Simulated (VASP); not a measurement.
## MgB3: single point with PBE

MgB3:

```
CELL_PARAMETERS angstrom
3.67581 0.00000 0.00000
-1.83791 3.18335 0.00000
0.00000 0.00000 4.72984
ATOMIC_POSITIONS crystal
Mg 0.00000 0.00000 0.00000
B 0.00000 0.00000 0.50000
B 0.33333 0.66667 0.00000
B 0.66667 0.33333 0.00000
```

```yaml
Program: VASP 6.6.1
Task: single point
Functional: PBE
Potentials_or_basis: VASP PAW PBE potentials, release 64 (Mg, B)
Cutoff: 600 eV
k_mesh: 12 × 12 × 10
Occupations: gaussian, width 0.1 eV
Spin: no spin polarisation
```

```yaml
Pressure: 0.2 GPa
```

Stress tensor (GPa, compression positive):
```
0.26 0.00 0.00
0.00 0.26 0.00
0.00 0.00 0.00
```

Levels at points of the mesh, in eV from the Fermi level:
```tsv
k point	band 2	band 3	band 4	band 5	band 6	band 7	band 8	band 9
(0.00, 0.00, 0.00)	-5.19	-4.11	-2.25	-2.25	1.16	1.16	1.77	3.10
(0.50, 0.00, 0.00)	-8.09	-4.18	-3.72	-1.23	-0.85	0.02	1.33	2.28
(0.00, 0.00, 0.50)	-7.34	-2.22	-2.22	0.09	0.37	1.86	2.21	2.21
(0.50, 0.00, 0.50)	-7.63	-5.44	-3.57	-2.93	-0.50	1.51	1.90	2.77
```

Wall time 50 s on 1 thread of Intel(R) Xeon(R) Platinum 8559C (Emerald Rapids) (shared host), peak memory 0.25 GiB.
